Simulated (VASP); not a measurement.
# BaNa3 (P6_3/mcm) in VASP: relaxation of cell and atoms with PBE

Aim: the relaxation of cell and atoms of BaNa3 with PBE.

Everything below comes from runs of VASP 6.6.1. Logs are shortened: lines on timing, memory, paths and dates and some standing lists are left out, and cuts for length are marked.

## 1. The cell of the first run

It takes space group P6_3/mcm (No. 193, hexagonal). The conventional cell has a = 6.714 Å, b = 6.714 Å, c = 5.857 Å, α = 90.00°, β = 90.00°, γ = 120.00°. Na (site symmetry m2m) has 2 Ba at 2.93 Å and 10 Na at 3.35 to 3.88 Å within 3.9 Å. Ba (site symmetry -3m) has 2 Ba at 2.93 Å and 6 Na at 2.93 Å within 3.9 Å.

The cell was generated, and may not be a known phase.

## 2. Relaxation of cell and atoms, PBE

INCAR

```
  PREC = Accurate
  ENCUT = 600
  EDIFF = 1E-7
  ISMEAR = 0
  SIGMA = 0.1
  LREAL = F
  LASPH = T
  NELM = 80
  ALGO = Fast
  ISIF = 3
  LWAVE = F
  LCHARG = F
  GGA = PE
  IBRION = 2
  NSW = 90
  EDIFFG = -0.04
```

KPOINTS

```
Automatic mesh
0
Gamma
  3 3 4
```

POSCAR

```
BaNa3
1.0
    6.7135980242      0.0000000000      0.0000000000
   -3.3567990121      5.8141464397      0.0000000000
    0.0000000000      0.0000000000      5.8565726563
Na Ba
6 2
Direct
    0.3788362855      0.0000000000      0.2500000000
    0.0000000000      0.3788362855      0.2500000000
    0.6211637145      0.6211637145      0.2500000000
    0.6211637145      0.0000000000      0.7500000000
    0.3788362855      0.3788362855      0.7500000000
    0.0000000000      0.6211637145      0.7500000000
    0.0000000000      0.0000000000      0.0000000000
    0.0000000000      0.0000000000      0.5000000000
```

Potentials or basis: VASP PAW PBE potentials, release 64 (Na_pv, Ba_sv).

On the command line:

```
> cat potpaw_PBE.64/Na_pv/POTCAR potpaw_PBE.64/Ba_sv/POTCAR > POTCAR
> mpirun -np 1 vasp_std > vasp.out
```

OUTCAR:

```text
PREC = Accurate
   ENCUT = 600
   EDIFF = 1E-7
   ISMEAR = 0
   LREAL = F
   LASPH = T
   NELM = 80
   ISIF = 3
   GGA = PE
   IBRION = 2
   NSW = 90
   EDIFFG = -0.04

 ion  position               nearest neighbor table
   1  0.379  0.000  0.250-   7 2.93   8 2.93
   2  0.000  0.379  0.250-   7 2.93   8 2.93
   3  0.621  0.621  0.250-   7 2.93   8 2.93
   4  0.621  0.000  0.750-   7 2.93   8 2.93
   5  0.379  0.379  0.750-   7 2.93   8 2.93
   6  0.000  0.621  0.750-   7 2.93   8 2.93
   7  0.000  0.000  0.000-   8 2.93   8 2.93   5 2.93   6 2.93   2 2.93   3 2.93   1 2.93   4 2.93

   8  0.000  0.000  0.500-   7 2.93   7 2.93   5 2.93   6 2.93   2 2.93   3 2.93   1 2.93   4 2.93

  LATTYP: Found a hexagonal cell.
 ALAT       =     6.7135980242
 C/A-ratio  =     0.8723448492

  Lattice vectors:

 A1 = (   6.7135980242,   0.0000000000,   0.0000000000)
 A2 = (  -3.3567990121,   5.8141464397,   0.0000000000)
 A3 = (   0.0000000000,   0.0000000000,   5.8565726563)

Analysis of symmetry for initial positions (statically):
=====================================================================
 Subroutine PRICEL returns:
 Original cell was already a primitive cell.

 Routine SETGRP: Setting up the symmetry group for a
 hexagonal supercell.

 Subroutine GETGRP returns: Found 24 space group operations
 (whereof 12 operations were pure point group operations)
 out of a pool of 24 trial point group operations.

The static configuration has the point symmetry D_3d.
 The point group associated with its full space group is D_6h.

Analysis of symmetry for dynamics (positions and initial velocities):
=====================================================================
 Subroutine PRICEL returns:
 Original cell was already a primitive cell.

 Routine SETGRP: Setting up the symmetry group for a
 hexagonal supercell.

 Subroutine GETGRP returns: Found 24 space group operations
 (whereof 12 operations were pure point group operations)
 out of a pool of 24 trial point group operations.

The dynamic configuration has the point symmetry D_3d.
 The point group associated with its full space group is D_6h.

 Subroutine INISYM returns: Found 24 space group operations
 (whereof 12 operations are pure point group operations),
 and found     1 'primitive' translations

----------------------------------------------------------------------------------------

                                     Primitive cell

  volume of cell :     228.6045

  direct lattice vectors                    reciprocal lattice vectors
     6.713598024  0.000000000  0.000000000     0.148951426  0.085997146  0.000000000
    -3.356799012  5.814146440  0.000000000     0.000000000  0.171994292  0.000000000
     0.000000000  0.000000000  5.856572656     0.000000000  0.000000000  0.170748330

  length of vectors
     6.713598024  6.713598024  5.856572656     0.171994292  0.171994292  0.170748330

  position of ions in fractional coordinates (direct lattice)
     0.378836286  0.000000000  0.250000000
     0.000000000  0.378836286  0.250000000
     0.621163714  0.621163714  0.250000000
     0.621163714  0.000000000  0.750000000
     0.378836286  0.378836286  0.750000000
     0.000000000  0.621163714  0.750000000
     0.000000000  0.000000000  0.000000000
     0.000000000  0.000000000  0.500000000

  ion indices of the primitive-cell ions
   primitive index   ion index
                 1           1
                 2           2
                 3           3
                 4           4
                 5           5
                 6           6
                 7           7
                 8           8

----------------------------------------------------------------------------------------

 KPOINTS: Automatic mesh

Automatic generation of k-mesh.
 Grid dimensions read from file:
 generate k-points for:    3    3    4

 Generating k-lattice:

  Cartesian coordinates                     Fractional coordinates (reciprocal lattice)
     0.049650475  0.028665715  0.000000000     0.333333333  0.000000000  0.000000000
     0.000000000  0.057331431  0.000000000     0.000000000  0.333333333  0.000000000
     0.000000000  0.000000000  0.042687082     0.000000000  0.000000000  0.250000000

  Length of vectors
     0.057331431  0.057331431  0.042687082

  Shift w.r.t. Gamma in fractional coordinates (k-lattice)
     0.000000000  0.000000000  0.000000000

 Subroutine IBZKPT returns following result:
 ===========================================

 Found      9 irreducible k-points:

 Following reciprocal coordinates:
            Coordinates               Weight
  0.000000  0.000000  0.000000      1.000000
  0.333333 -0.000000  0.000000      6.000000
  0.333333  0.333333  0.000000      2.000000
  0.000000  0.000000  0.250000      2.000000
  0.333333 -0.000000  0.250000     12.000000
  0.333333  0.333333  0.250000      4.000000
  0.000000  0.000000  0.500000      1.000000
  0.333333 -0.000000  0.500000      6.000000
  0.333333  0.333333  0.500000      2.000000
   k-points           NKPTS =      9   k-points in BZ     NKDIM =      9   number of bands    NBANDS=     37
   number of dos      NEDOS =    301   number of ions     NIONS =      8
   total plane-waves  NPLWV = 139968
   dimension x,y,z NGX =    54 NGY =   54 NGZ =   48
   dimension x,y,z NGXF=   108 NGYF=  108 NGZF=   96
   ions per type =               6   2
   NGX,Y,Z   is equivalent  to a cutoff of  13.37, 13.37, 13.63 a.u.
   NGXF,Y,Z  is equivalent  to a cutoff of  26.74, 26.74, 27.25 a.u.
 SYSTEM =  unknown system
   PREC   = accura    normal or accurate (medium, high low for compatibility)
   ISTART =      0    job   : 0-new  1-cont  2-samecut
   ICHARG =      2    charge: 1-file 2-atom 10-const
   ISPIN  =      1    spin polarized calculation?
   LNONCOLLINEAR =      F non collinear calculations
   LSORBIT =      F    spin-orbit coupling
   LASPH  =      T    aspherical Exc in radial PAW
   ENCUT  =  600.0 eV  44.10 Ry    6.64 a.u.  13.41 13.41 11.70*2*pi/ulx,y,z
   NELM   =     80;   NELMIN=  2; NELMDL= -5     # of ELM steps
   EDIFF  = 0.1E-06   stopping-criterion for ELM
   LREAL  =      F    real-space projection
   EDIFFG = -.4E-01   stopping-criterion for IOM
   NSW    =     90    number of steps for IOM
   IBRION =      2    ionic relax: 0-MD 1-quasi-New 2-CG
   NFREE  =      1    steps in history (QN), initial steepest desc. (CG)
   ISIF   =      3    stress and relaxation
   ISYM   =      2    0-nonsym 1-usesym 2-fastsym
   POTIM  = 0.5000    time-step for ionic-motion
   TEBEG  =    0.0;   TEEND  =   0.0 temperature during run
   PSTRESS=    0.0 pullay stress
   NELECT =      62.0000    total number of electrons
   NUPDOWN=      -1.0000    fix difference up-down
   EMIN   =  10.00;   EMAX   =-10.00  energy-range for DOS
   EFERMI =   0.00;   METHOD = LEGACY
   ISMEAR =     0;   SIGMA  =   0.10  broadening in eV -4-tet -1-fermi 0-gaus
   EFERMI_NEDOS =   21; number of points for ismear=-14 and -15
   IALGO  =     68    algorithm
   IMIX   =      4    mixing-type and parameters
     AMIX     =   0.40;   BMIX     =  1.00
     AMIX_MAG =   1.60;   BMIX_MAG =  1.00
  volume/ion in A,a.u.               =      28.58       192.84
  Fermi-wavevector in a.u.,A,eV,Ry     =   1.059686  2.002516 15.278445  1.122934
  Thomas-Fermi vector in A             =   2.195040
   LORBIT       =      0    0 simple, 1 ext, 2 COOP (PROOUT), +10 PAW based schemes
   GGA     = PE    functional components
   LHFCALC =     F    Hartree Fock is set to
   AEXX    =    0.0000 exact exchange contribution
   IVDW    =     0    specifies the selected vdW correction
   LEPSILON=     F    determine dielectric tensor
   LRPA    =     F    only Hartree local field effects (RPA)
 conjugate gradient relaxation of ions
 non-spin polarized calculation
 RMM-DIIS sequential band-by-band and
 Gauss-broadening in eV      SIGMA  =   0.10
  energy-cutoff  :      600.00
  volume of cell :      228.60
 maximum number of plane-waves:      7661
 NGX is ok and might be reduce to    54
   NGX = 27   NGY = 27   NGZ = 23

--------------------------------------- Ionic step        1  -------------------------------------------

 number of electron      62.0000049 magnetization

 Free energy of the ion-electron system (eV)
  ---------------------------------------------------
  ext. energy  EPLUGINS =         0.00000000
  ---------------------------------------------------
  free energy    TOTEN  =        -4.89665380 eV

  energy without entropy =       -4.86834490  energy(sigma->0) =       -4.88249935

------------------------ aborting loop because EDIFF is reached ----------------------------------------

  FORCE on cell =-STRESS in cart. coord.  units (eV):
  Direction    XX          YY          ZZ          XY          YZ          ZX
  --------------------------------------------------------------------------------------
  -------------------------------------------------------------------------------------
  Total       12.5117926     12.5117926     17.4334966      0.0000000      0.0000000      0.0000000
  in kB       87.6890338     87.6890338    122.1828489      0.0000000      0.0000000      0.0000000
  external PRESSURE =      99.1869722 kB  Pullay stress =       0.0000000 kB
[... 107 lines left out ...]
  FREE ENERGIE OF THE ION-ELECTRON SYSTEM (eV)
  ---------------------------------------------------
  free  energy   TOTEN  =        -9.4035695752 eV

  energy  without entropy=       -9.3381033696  energy(sigma->0) =       -9.37083647

 E-fermi :  -0.0276     XC(G=0):  -6.0682

 val. band max:       -0.0292194589   @ k =   0.3333  -0.0000   0.2500
 cond. band min:      -0.0133114464   @ k =   0.0000   0.0000   0.0000
 fundamental gap:      0.0159080125
 Fermi energy:        -0.0275729403

 k-point     1 :       0.0000    0.0000    0.0000
  band No.  band energies     occupation
      1     -29.1486      2.00000
      2     -29.0701      2.00000
      3     -25.0409      2.00000
      4     -25.0400      2.00000
      5     -25.0400      2.00000
      6     -25.0348      2.00000
[... 349 lines left out ...]
     36       0.9181      0.00000
     37       1.9425      0.00000

[... ionic steps 4 to 18 ...]

--------------------------------------- Ionic step       19  -------------------------------------------

 number of electron      61.9999847 magnetization

------------------------ aborting loop because EDIFF is reached ----------------------------------------

  FORCE on cell =-STRESS in cart. coord.  units (eV):
  Direction    XX          YY          ZZ          XY          YZ          ZX
  --------------------------------------------------------------------------------------
  -------------------------------------------------------------------------------------
  Total       -0.0676659     -0.0676659      0.2945080      0.0000000      0.0000000     -0.0000000
  in kB       -0.2931711     -0.2931711      1.2759922      0.0000000      0.0000000     -0.0000000
  external PRESSURE =       0.2298834 kB  Pullay stress =       0.0000000 kB
[... 69 lines left out ...]
  energy  without entropy=      -11.0234938541  energy(sigma->0) =      -11.04243815

--------------------------------------- Ionic step       21  -------------------------------------------

 number of electron      61.9999858 magnetization

 Free energy of the ion-electron system (eV)
  ---------------------------------------------------
  ext. energy  EPLUGINS =         0.00000000
  ---------------------------------------------------
  free energy    TOTEN  =       -11.07030448 eV

  energy without entropy =      -11.03430593  energy(sigma->0) =      -11.05230520

 E-fermi :   0.7332     XC(G=0):  -6.6557

 val. band max:        0.7277353005   @ k =   0.0000   0.0000   0.0000
 cond. band min:       0.7463000218   @ k =   0.0000   0.0000   0.0000
 fundamental gap:      0.0185647213
 Fermi energy:         0.7332143345

 k-point     1 :       0.0000    0.0000    0.0000
  band No.  band energies     occupation
      1     -28.4135      2.00000
      2     -28.3830      2.00000
      3     -24.2275      2.00000
      4     -24.2268      2.00000
      5     -24.2151      2.00000
      6     -24.2151      2.00000
[... 384 lines left out ...]
  FREE ENERGIE OF THE ION-ELECTRON SYSTEM (eV)
  ---------------------------------------------------
  free  energy   TOTEN  =       -11.0703044789 eV

  energy  without entropy=      -11.0343059302  energy(sigma->0) =      -11.05230520

 reached required accuracy - stopping structural energy minimisation
```

Run time: 73 min. Hardware: 1 thread of Intel Xeon Platinum 8488C (Sapphire Rapids), shared host; peak memory 0.44 GiB.

What came out:

```yaml
Free_energy: -11.0703 eV
Relaxed_volume: 45.89 Å³/atom
Relaxed_cell: a = 7.126 Å, b = 7.126 Å, c = 8.349 Å, α = 90.00°, β = 90.00°, γ = 120.00°
Space_group_after_relaxing_to_0.1_Å: P6/mmm (No. 191)
Energy_gained_by_relaxing: 771.7 meV/atom
Ionic_steps: 21
Pressure_after_relaxing: 0.1 GPa
Largest_force_after_relaxing: 0.027 eV/Å
Band_gap_on_the_k_mesh: zero (bands 31 and 32 overlap by 1.38 eV)
```

Forces on the atoms (eV/Å):
```
Na   0.027  0.000  0.000
Na  -0.014  0.024  0.000
Na  -0.014 -0.024  0.000
Na  -0.027  0.000  0.000
Na   0.014  0.024  0.000
Na   0.014 -0.024  0.000
Ba   0.000  0.000  0.000
Ba   0.000  0.000  0.000
```

Stress tensor (GPa, compression positive):
```
0.13 0.00 0.00
0.00 0.13 0.00
0.00 0.00 0.02
```

The path:
| step | energy change (eV) | largest force (eV/Å) | pressure (GPa) | volume (Å³) |
| --- | --- | --- | --- | --- |
| 1 | 0.0000 | 1.7947 | 9.92 | 228.60 |
| 2 | -3.2525 | 1.0130 | 3.40 | 292.20 |
| 3 | -4.5069 | 0.6371 | 0.99 | 357.17 |
| 4 | -4.7383 | 0.2129 | -0.90 | 514.32 |
| 5 | -4.9099 | 0.3348 | -0.51 | 451.31 |
| 6 | -4.9149 | 0.3756 | -0.36 | 434.69 |
| 7 | -5.0388 | 0.3784 | -0.34 | 427.11 |
| 8 | -5.3842 | 0.3798 | -0.19 | 403.89 |
| 9 | -5.8245 | 0.3080 | 0.54 | 355.75 |
| 10 | -5.8105 | 0.2674 | 0.89 | 342.96 |
| 11 | -5.9170 | 0.1886 | 0.57 | 353.42 |
| 12 | -5.9718 | 0.0947 | 0.20 | 368.96 |
| 13 | -6.0803 | 0.0917 | 0.00 | 376.41 |
| 14 | -6.0957 | 0.0891 | -0.06 | 378.43 |
| 15 | -6.1195 | 0.0834 | -0.17 | 382.35 |
| 16 | -6.1346 | 0.0740 | -0.32 | 389.82 |
| 17 | -6.1358 | 0.0770 | -0.28 | 387.61 |
| 18 | -6.1565 | 0.0711 | -0.08 | 375.51 |
| 19 | -6.1590 | 0.0682 | 0.02 | 369.79 |
| 20 | -6.1647 | 0.0579 | 0.04 | 369.13 |
| 21 | -6.1737 | 0.0271 | 0.09 | 367.13 |

Final structure:
```xyz
8
Lattice="7.1258 0.0000 0.0000 -3.5629 6.1712 0.0000 0.0000 0.0000 8.3486" Properties=species:S:1:pos:R:3 pbc="T T T"
Na    3.5266    0.0000    2.0871
Na    5.3625    3.0542    2.0871
Na    1.7996    3.1170    2.0871
Na    3.5992    0.0000    6.2614
Na    1.7633    3.0542    6.2614
Na   -1.7996    3.1170    6.2614
Ba    0.0000    0.0000    0.0000
Ba    0.0000    0.0000    4.1743
```

Caveat: the k points lie up to 0.34 Å⁻¹ apart in the final cell, too coarse for converged energies and pressures of a metal; the volume moved by over 15 % at a fixed basis, so the end points are rough; spin-orbit coupling is left out, which moves the levels of the heavy elements.
